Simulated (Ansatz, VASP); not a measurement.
Cu in VASP and in Ansatz

File INCAR:

```
PREC     = Accurate       # precision mode
ENCUT    = 520            # plane-wave cutoff, eV
EDIFF    = 1E-7           # SCF threshold, eV
ISMEAR   = -1             # smearing method
SIGMA    = 0.1            # smearing width, eV
LREAL    = False          # projectors in reciprocal space
LASPH    = True           # aspherical terms in the spheres
NELM     = 80             # most SCF steps
ALGO     = Normal         # electronic algorithm
ISIF     = 2              # what is computed and relaxed
LWAVE    = False          # write WAVECAR
LCHARG   = True           # write CHGCAR
GGA      = RE             # functional
LELF     = True           # ELF
LVHAR    = True         
NBANDS   = 30             # bands
```

File KPOINTS:

```
regular mesh
0
Gamma
  16 16 5
```

File POSCAR:

```
Cu
1.0
    2.6238184473      0.0000000000      0.0000000000
   -1.3119092237      2.2722934303      0.0000000000
    0.0000000000      0.0000000000      8.5672569852
Cu
4
Direct
    0.0000000000      0.0000000000      0.0000000000
    0.0000000000      0.0000000000      0.5000000000
    0.3333333333      0.6666666667      0.2500000000
    0.6666666667      0.3333333333      0.7500000000
```

Input for Ansatz:

```yaml
crystal:
  lattice:
    - [2.6238184473, 0.0, 0.0]
    - [-1.3119092237, 2.2722934303, 0.0]
    - [0.0, 0.0, 8.5672569852]
  atoms:
    - { symbol: Cu, position: [0.0, 0.0, 0.0] }
    - { symbol: Cu, position: [0.0, 0.0, 0.5] }
    - { symbol: Cu, position: [0.3333333333, 0.6666666667, 0.25] }
    - { symbol: Cu, position: [0.6666666667, 0.3333333333, 0.75] }
hamiltonian:
  xc: revpbe
  pseudopotentials:
    kind: paw
    azcp:
      Cu: "pseudopotentials/Cu.paw.azcp"
basis:
  ecutwfc: 420
  fft_grid_basis: typed
kpoints:
  mp_grid: { grid: [16, 16, 5], shift: [0, 0, 0] }
magnetization:
  spin_polarized: false
scf:
  occupations: { method: fermi_dirac, width: 0.1 }
  lower_state_search: "off"
output:
  stress: true
  write_density: true
  write_potential: true
  elf: true
  volumetric_format: npy
```

Alike in both runs: task single point; functional revPBE; k mesh 16 × 16 × 5; occupations fermi-dirac, width 0.1 eV; no spin polarisation.

```csv
,VASP,Ansatz
version,VASP 6.6.1,Ansatz 0.2.0
potentials or method,"VASP PAW PBE potentials, release 64 (Cu), cutoff 520 eV","plane waves (420 eV) with PAW, scalar-relativistic"
valence electrons in the cell,44,76
```

```csv
,VASP,Ansatz,Ansatz less VASP
pressure (GPa),-4.0,-4.5,-0.52
```

VASP's potentials were made for PBE, not for revPBE. VASP's potentials hold 44 valence electrons a cell and Ansatz's 76, so a difference there can come from the potentials and not from the codes.
